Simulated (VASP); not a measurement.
A run of VASP 6.6.1:

The input INCAR:

```
SYSTEM = PbF2
PREC = Accurate
ENCUT = 520
EDIFF = 1E-6
ISMEAR = 0
SIGMA = 0.02
LREAL = .FALSE.
LASPH = .TRUE.
NELM = 80
ALGO = Normal
ISIF = 2
LWAVE = .FALSE.
LCHARG = .FALSE.
NBANDS = 21
```

File KPOINTS:

```
regular mesh
0
G
  8 8 8
  0 0 0
```

The input POSCAR:

```
PbF2
1.0
    0.0000000000      2.9811575327      2.9811575327
    2.9811575327      0.0000000000      2.9811575327
    2.9811575327      2.9811575327      0.0000000000
Pb F
1 2
Direct
    0.0000000000      0.0000000000      0.0000000000
    0.2500000000      0.2500000000      0.2500000000
    0.7500000000      0.7500000000      0.7500000000
```

Potentials or basis: VASP PAW LDA potentials, release 64 (Pb_d, F).

Launch:

```sh
$ cat potpaw_LDA.64/Pb_d/POTCAR potpaw_LDA.64/F/POTCAR > POTCAR
$ mpirun -np 1 vasp_std > vasp.out
```

Hardware: 1 thread of Oxide Virtual Turin-like Processor, on a shared host.

**Question.** How long does it take, and how much memory?

**Answer.** Wall time 37 s on 1 thread of Oxide Virtual Turin-like Processor (shared host), peak memory 0.13 GiB. Counts: scf iterations 13, k points 29.
